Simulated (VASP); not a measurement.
# TaN (P6_3/mmc) in VASP: notebook

TaN is run at these levels: PBEsol; tasks: single point.

All numbers are computed with VASP 6.6.1; they aren't measurements. Logs are shortened: lines on timing, memory, paths and dates and some standing lists are left out, and cuts for length are marked.

## 1. The cell of the first run

It takes space group P6_3/mmc (No. 194, hexagonal). Conventional cell: a = 3.078 Å, b = 3.078 Å, c = 4.918 Å, α = 90.00°, β = 90.00°, γ = 120.00°. Ta (site symmetry -3m) has 6 N at 2.16 Å and 2 Ta at 2.46 Å within 2.9 Å. N (site symmetry -6m2) has 6 Ta at 2.16 Å within 2.9 Å.

## 2. Single point, PBEsol (equal xx and yy strain of +1 %)

Input file INCAR:

```
  ALGO = Normal
  EDIFF = 1E-7
  ENCUT = 520
  GGA = PS
  ISIF = 2
  ISMEAR = -1
  LASPH = T
  LCHARG = F
  LREAL = F
  LWAVE = F
  NBANDS = 24
  NELM = 80
  PREC = Accurate
  SIGMA = 0.01
```

Input file KPOINTS:

```
k-points
0
Gamma
  9 9 5
```

Input file POSCAR:

```
TaN
1.0
    3.0784819984      0.0000000000      0.0000000000
   -1.5392409992      2.6660436156      0.0000000000
    0.0000000000      0.0000000000      4.9180000000
Ta N
2 2
Direct
    0.0000000000      0.0000000000      0.0000000000
    0.0000000000      0.0000000000      0.5000000000
    0.3333333333      0.6666666667      0.2500000000
    0.6666666667      0.3333333333      0.7500000000
```

Potentials or basis: VASP PAW PBE potentials, release 64 (Ta_pv, N).

Started as:

```bash
cat potpaw_PBE.64/Ta_pv/POTCAR potpaw_PBE.64/N/POTCAR > POTCAR
mpirun -np 1 vasp_std > vasp.out
```

OUTCAR:

```text
EDIFF = 1E-7
   ENCUT = 520
   GGA = PS
   ISIF = 2
   ISMEAR = -1
   LASPH = T
   LREAL = F
   NELM = 80
   PREC = Accurate

 ion  position               nearest neighbor table
   1  0.000  0.000  0.000-   3 2.16   4 2.16   3 2.16   4 2.16   4 2.16   3 2.16   2 2.46   2 2.46

   2  0.000  0.000  0.500-   3 2.16   4 2.16   3 2.16   4 2.16   4 2.16   3 2.16   1 2.46   1 2.46

   3  0.333  0.667  0.250-   1 2.16   2 2.16   1 2.16   2 2.16   1 2.16   2 2.16
   4  0.667  0.333  0.750-   1 2.16   2 2.16   1 2.16   2 2.16   1 2.16   2 2.16

  LATTYP: Found a hexagonal cell.
 ALAT       =     3.0784819984
 C/A-ratio  =     1.5975406069

  Lattice vectors:

 A1 = (   3.0784819984,   0.0000000000,   0.0000000000)
 A2 = (  -1.5392409992,   2.6660436156,   0.0000000000)
 A3 = (   0.0000000000,   0.0000000000,   4.9180000000)

Analysis of symmetry for initial positions (statically):
=====================================================================
 Subroutine PRICEL returns:
 Original cell was already a primitive cell.

 Routine SETGRP: Setting up the symmetry group for a
 hexagonal supercell.

 Subroutine GETGRP returns: Found 24 space group operations
 (whereof 12 operations were pure point group operations)
 out of a pool of 24 trial point group operations.

The static configuration has the point symmetry D_3d.
 The point group associated with its full space group is D_6h.

Analysis of symmetry for dynamics (positions and initial velocities):
=====================================================================
 Subroutine PRICEL returns:
 Original cell was already a primitive cell.

 Routine SETGRP: Setting up the symmetry group for a
 hexagonal supercell.

 Subroutine GETGRP returns: Found 24 space group operations
 (whereof 12 operations were pure point group operations)
 out of a pool of 24 trial point group operations.

The dynamic configuration has the point symmetry D_3d.
 The point group associated with its full space group is D_6h.

 Subroutine INISYM returns: Found 24 space group operations
 (whereof 12 operations are pure point group operations),
 and found     1 'primitive' translations

----------------------------------------------------------------------------------------

                                     Primitive cell
[... 85 lines left out ...]
 SYSTEM =  unknown system
   PREC   = accura    normal or accurate (medium, high low for compatibility)
   ISTART =      0    job   : 0-new  1-cont  2-samecut
   ICHARG =      2    charge: 1-file 2-atom 10-const
   ISPIN  =      1    spin polarized calculation?
   LNONCOLLINEAR =      F non collinear calculations
   LSORBIT =      F    spin-orbit coupling
   LASPH  =      T    aspherical Exc in radial PAW
   ENCUT  =  520.0 eV  38.22 Ry    6.18 a.u.   5.72  5.72  9.14*2*pi/ulx,y,z
   NELM   =     80;   NELMIN=  2; NELMDL= -5     # of ELM steps
   EDIFF  = 0.1E-06   stopping-criterion for ELM
   LREAL  =      F    real-space projection
   EDIFFG = 0.1E-05   stopping-criterion for IOM
   NSW    =      0    number of steps for IOM
   IBRION =     -1    ionic relax: 0-MD 1-quasi-New 2-CG
   NFREE  =      0    steps in history (QN), initial steepest desc. (CG)
   ISIF   =      2    stress and relaxation
   ISYM   =      2    0-nonsym 1-usesym 2-fastsym
   POTIM  = 0.5000    time-step for ionic-motion
   TEBEG  =    0.0;   TEEND  =   0.0 temperature during run
   PSTRESS=    0.0 pullay stress
   NELECT =      32.0000    total number of electrons
   NUPDOWN=      -1.0000    fix difference up-down
   EMIN   =  10.00;   EMAX   =-10.00  energy-range for DOS
   EFERMI =   0.00;   METHOD = LEGACY
   ISMEAR =    -1;   SIGMA  =   0.01  broadening in eV -4-tet -1-fermi 0-gaus
   EFERMI_NEDOS =   21; number of points for ismear=-14 and -15
   IALGO  =     38    algorithm
   IMIX   =      4    mixing-type and parameters
     AMIX     =   0.40;   BMIX     =  1.00
     AMIX_MAG =   1.60;   BMIX_MAG =  1.00
  volume/ion in A,a.u.               =      10.09        68.10
  Fermi-wavevector in a.u.,A,eV,Ry     =   1.515168  2.863252 31.235344  2.295733
  Thomas-Fermi vector in A             =   2.624728
   LORBIT       =      0    0 simple, 1 ext, 2 COOP (PROOUT), +10 PAW based schemes
   GGA     = PS    functional components
   LHFCALC =     F    Hartree Fock is set to
   AEXX    =    0.0000 exact exchange contribution
   IVDW    =     0    specifies the selected vdW correction
   LEPSILON=     F    determine dielectric tensor
   LRPA    =     F    only Hartree local field effects (RPA)
 non-spin polarized calculation
  energy-cutoff  :      520.00
  volume of cell :       40.36
 maximum number of plane-waves:      1096
 NGX is ok and might be reduce to    24
   NGX = 11   NGY = 11   NGZ = 19

 number of electron      32.0000003 magnetization

 Free energy of the ion-electron system (eV)
  ---------------------------------------------------
  ext. energy  EPLUGINS =         0.00000000
  ---------------------------------------------------
  free energy    TOTEN  =       -44.39797414 eV

  energy without entropy =      -44.39643611  energy(sigma->0) =      -44.39720512

 E-fermi :   9.4866     XC(G=0): -13.7884

 val. band max:        9.4661796384   @ k =   0.3333  -0.0000   0.2000
 cond. band min:       9.4981785943   @ k =   0.2222   0.2222   0.4000
 fundamental gap:      0.0319989559
 Fermi energy:         9.4865949904

 k-point     1 :       0.0000    0.0000    0.0000
  band No.  band energies     occupation
      1     -27.6069      2.00000
      2     -25.8215      2.00000
      3     -25.8215      2.00000
      4     -25.4447      2.00000
      5     -25.4447      2.00000
      6     -24.5819      2.00000
[... 637 lines left out ...]
     23      16.6576      0.00000
     24      16.6576      0.00000

 [... further k-points ...]
[... 5 lines left out ...]
  --------------------------------------------------------------------------------------
  -------------------------------------------------------------------------------------
  Total        3.6034775      3.6034775     23.9688057     -0.0000000      0.0000000     -0.0000000
  in kB      143.0342356    143.0342355    951.4031478     -0.0000000      0.0000000     -0.0000000
  external PRESSURE =     412.4905396 kB  Pullay stress =       0.0000000 kB

 VOLUME and BASIS-vectors are now :
 -----------------------------------------------------------------------------
  energy-cutoff  :      520.00
  volume of cell :       40.36
      direct lattice vectors                 reciprocal lattice vectors
     3.078481998  0.000000000  0.000000000     0.324835422  0.187543819  0.000000000
    -1.539240999  2.666043616  0.000000000     0.000000000  0.375087637  0.000000000
     0.000000000  0.000000000  4.918000000     0.000000000  0.000000000  0.203334689

 POSITION                                       TOTAL-FORCE (eV/Angst)
 -----------------------------------------------------------------------------------
      0.00000      0.00000      0.00000         0.000000      0.000000      0.000000
      0.00000      0.00000      2.45900         0.000000      0.000000      0.000000
     -0.00000      1.77736      1.22950        -0.000000     -0.000000      0.000000
      1.53924      0.88868      3.68850         0.000000     -0.000000      0.000000
 -----------------------------------------------------------------------------------
    total drift:                               -0.000000      0.000000      0.000000

  FREE ENERGIE OF THE ION-ELECTRON SYSTEM (eV)
  ---------------------------------------------------
  free  energy   TOTEN  =       -44.3979741393 eV

  energy  without entropy=      -44.3964361052  energy(sigma->0) =      -44.39720512
```

stdout:

```text
POSCAR found type information on POSCAR TaN
 POSCAR found :  2 types and       4 ions
 scaLAPACK will be used
 -----------------------------------------------------------------------------
|                                                                             |
|                                                                             |
|     You enforced a specific xc type in the INCAR file but a different       |
|     I HOPE YOU KNOW WHAT YOU ARE DOING!                                     |
|                                                                             |
 -----------------------------------------------------------------------------

 LDA part: xc-table for (Slater+PW92), standard interpolation
 POSCAR, INCAR and KPOINTS ok, starting setup
 FFT: planning ... GRIDC
 FFT: planning ... GRID_SOFT
 FFT: planning ... GRID
 WAVECAR not read
 entering main loop
```

Wall time 20 s (1 thread of Intel Xeon Platinum 8375C at 2.90GHz (Ice Lake), shared host); peak memory 0.17 GiB.

What came out:

* Free energy: -44.3980 eV
* Pressure: 41.2 GPa
* Band gap on the k mesh: zero (band 16 reaches 10.12 eV, above the bottom of band 17 at 7.58 eV)

Stress tensor (GPa, compression positive):
```
14.30  0.00  0.00
 0.00 14.30  0.00
 0.00  0.00 95.14
```

Caveat: the cell differs from its parent crystal (equal xx and yy strain of +1 %); the PAW data sets were made with another functional, which shifts forces and pressure a little; spin-orbit coupling is left out, which moves the levels of the heavy elements.

## 3. Single point, PBEsol (equal xx and yy strain of +3 %)

Input file INCAR:

```
ALGO = Normal
EDIFF = 1E-6
ENCUT = 520
GGA = PS
ISIF = 2
ISMEAR = -1
LASPH = True
LCHARG = False
LREAL = False
LWAVE = False
NBANDS = 24
NELM = 60
PREC = Accurate
SIGMA = 0.01
```

KPOINTS is that of step 2.

POSCAR, as its differences from that of step 2:

```diff
@@ -2,4 +2,4 @@
 1.0
-    3.0784819984      0.0000000000      0.0000000000
-   -1.5392409992      2.6660436156      0.0000000000
+    3.1394420380      0.0000000000      0.0000000000
+   -1.5697210190      2.7188365585      0.0000000000
     0.0000000000      0.0000000000      4.9180000000
```

Potentials or basis: VASP PAW PBE potentials, release 64 (Ta_pv, N).

Started as:

```bash
cat potpaw_PBE.64/Ta_pv/POTCAR potpaw_PBE.64/N/POTCAR > POTCAR
mpirun -np 1 vasp_std > vasp.out
```

OUTCAR:

```text
EDIFF = 1E-6
   ENCUT = 520
   GGA = PS
   ISIF = 2
   ISMEAR = -1
   LASPH = True
   LREAL = False
   NELM = 60
   PREC = Accurate

 ion  position               nearest neighbor table
   1  0.000  0.000  0.000-   3 2.19   4 2.19   3 2.19   4 2.19   4 2.19   3 2.19   2 2.46   2 2.46

   2  0.000  0.000  0.500-   3 2.19   4 2.19   3 2.19   4 2.19   4 2.19   3 2.19   1 2.46   1 2.46

   3  0.333  0.667  0.250-   1 2.19   2 2.19   1 2.19   2 2.19   1 2.19   2 2.19
   4  0.667  0.333  0.750-   1 2.19   2 2.19   1 2.19   2 2.19   1 2.19   2 2.19

  LATTYP: Found a hexagonal cell.
 ALAT       =     3.1394420380
 C/A-ratio  =     1.5665204009

  Lattice vectors:

 A1 = (   3.1394420380,   0.0000000000,   0.0000000000)
 A2 = (  -1.5697210190,   2.7188365585,   0.0000000000)
 A3 = (   0.0000000000,   0.0000000000,   4.9180000000)

Analysis of symmetry for initial positions (statically):
=====================================================================
 Subroutine PRICEL returns:
 Original cell was already a primitive cell.

 Routine SETGRP: Setting up the symmetry group for a
 hexagonal supercell.

 Subroutine GETGRP returns: Found 24 space group operations
 (whereof 12 operations were pure point group operations)
 out of a pool of 24 trial point group operations.

The static configuration has the point symmetry D_3d.
 The point group associated with its full space group is D_6h.

Analysis of symmetry for dynamics (positions and initial velocities):
=====================================================================
 Subroutine PRICEL returns:
 Original cell was already a primitive cell.

 Routine SETGRP: Setting up the symmetry group for a
 hexagonal supercell.

 Subroutine GETGRP returns: Found 24 space group operations
 (whereof 12 operations were pure point group operations)
 out of a pool of 24 trial point group operations.

The dynamic configuration has the point symmetry D_3d.
[... 115 lines left out ...]
   NELECT =      32.0000    total number of electrons
   NUPDOWN=      -1.0000    fix difference up-down
   EMIN   =  10.00;   EMAX   =-10.00  energy-range for DOS
   EFERMI =   0.00;   METHOD = LEGACY
   ISMEAR =    -1;   SIGMA  =   0.01  broadening in eV -4-tet -1-fermi 0-gaus
   EFERMI_NEDOS =   21; number of points for ismear=-14 and -15
   IALGO  =     38    algorithm
   IMIX   =      4    mixing-type and parameters
     AMIX     =   0.40;   BMIX     =  1.00
     AMIX_MAG =   1.60;   BMIX_MAG =  1.00
  volume/ion in A,a.u.               =      10.49        70.82
  Fermi-wavevector in a.u.,A,eV,Ry     =   1.495490  2.826066 30.429291  2.236490
  Thomas-Fermi vector in A             =   2.607628
   LORBIT       =      0    0 simple, 1 ext, 2 COOP (PROOUT), +10 PAW based schemes
   GGA     = PS    functional components
   LHFCALC =     F    Hartree Fock is set to
   AEXX    =    0.0000 exact exchange contribution
   IVDW    =     0    specifies the selected vdW correction
   LEPSILON=     F    determine dielectric tensor
   LRPA    =     F    only Hartree local field effects (RPA)
 non-spin polarized calculation
  energy-cutoff  :      520.00
  volume of cell :       41.98
 maximum number of plane-waves:      1142
 NGX is ok and might be reduce to    24
   NGX = 11   NGY = 11   NGZ = 19

 number of electron      31.9999998 magnetization

 Free energy of the ion-electron system (eV)
  ---------------------------------------------------
  ext. energy  EPLUGINS =         0.00000000
  ---------------------------------------------------
  free energy    TOTEN  =       -44.47229182 eV

  energy without entropy =      -44.47057763  energy(sigma->0) =      -44.47143473

 E-fermi :   9.0648     XC(G=0): -13.5612

 val. band max:        9.0550718812   @ k =   0.3333   0.2222   0.2000
 cond. band min:       9.0772106321   @ k =   0.3333   0.0000   0.2000
 fundamental gap:      0.0221387509
 Fermi energy:         9.0647698142

 k-point     1 :       0.0000    0.0000    0.0000
  band No.  band energies     occupation
      1     -28.0096      2.00000
      2     -26.3557      2.00000
      3     -26.3557      2.00000
      4     -25.9832      2.00000
      5     -25.9832      2.00000
      6     -25.0412      2.00000
[... 637 lines left out ...]
     23      15.7832      0.00000
     24      15.7832      0.00000

 [... further k-points ...]
[... 5 lines left out ...]
  --------------------------------------------------------------------------------------
  -------------------------------------------------------------------------------------
  Total        0.1054652      0.1054652     20.0804777      0.0000000     -0.0000000      0.0000000
  in kB        4.0252757      4.0252757    766.4088812      0.0000000     -0.0000000      0.0000000
  external PRESSURE =     258.1531442 kB  Pullay stress =       0.0000000 kB

 VOLUME and BASIS-vectors are now :
 -----------------------------------------------------------------------------
  energy-cutoff  :      520.00
  volume of cell :       41.98
      direct lattice vectors                 reciprocal lattice vectors
     3.139442038  0.000000000  0.000000000     0.318527938  0.183902191  0.000000000
    -1.569721019  2.718836559  0.000000000     0.000000000  0.367804382  0.000000000
     0.000000000  0.000000000  4.918000000     0.000000000  0.000000000  0.203334689

 POSITION                                       TOTAL-FORCE (eV/Angst)
 -----------------------------------------------------------------------------------
      0.00000      0.00000      0.00000        -0.000000      0.000000      0.000000
      0.00000      0.00000      2.45900        -0.000000      0.000000      0.000000
     -0.00000      1.81256      1.22950        -0.000000      0.000000      0.000000
      1.56972      0.90628      3.68850         0.000000     -0.000000      0.000000
 -----------------------------------------------------------------------------------
    total drift:                               -0.000000      0.000000      0.000000

  FREE ENERGIE OF THE ION-ELECTRON SYSTEM (eV)
  ---------------------------------------------------
  free  energy   TOTEN  =       -44.4722918179 eV

  energy  without entropy=      -44.4705776349  energy(sigma->0) =      -44.47143473
```

It took 23 s on 1 thread of Intel Xeon Platinum 8375C at 2.90GHz (Ice Lake), shared host; peak memory 0.18 GiB.

Results:

- Free energy: -44.4723 eV
- Pressure: 25.8 GPa
- Band gap on the k mesh: zero (band 16 reaches 9.93 eV, above the bottom of band 17 at 7.07 eV)

Levels at points of the mesh, in eV from the Fermi level:
```
           k point  band 13  band 14  band 15  band 16  band 17  band 18  band 19  band 20
(0.00, 0.00, 0.00)    -3.50    -3.50    -3.35    -1.99    -1.99    -0.53    -0.53     2.29
```

Caveat: the cell differs from its parent crystal (equal xx and yy strain of +3 %); the PAW data sets were made with another functional, which shifts forces and pressure a little; spin-orbit coupling is left out, which moves the levels of the heavy elements.
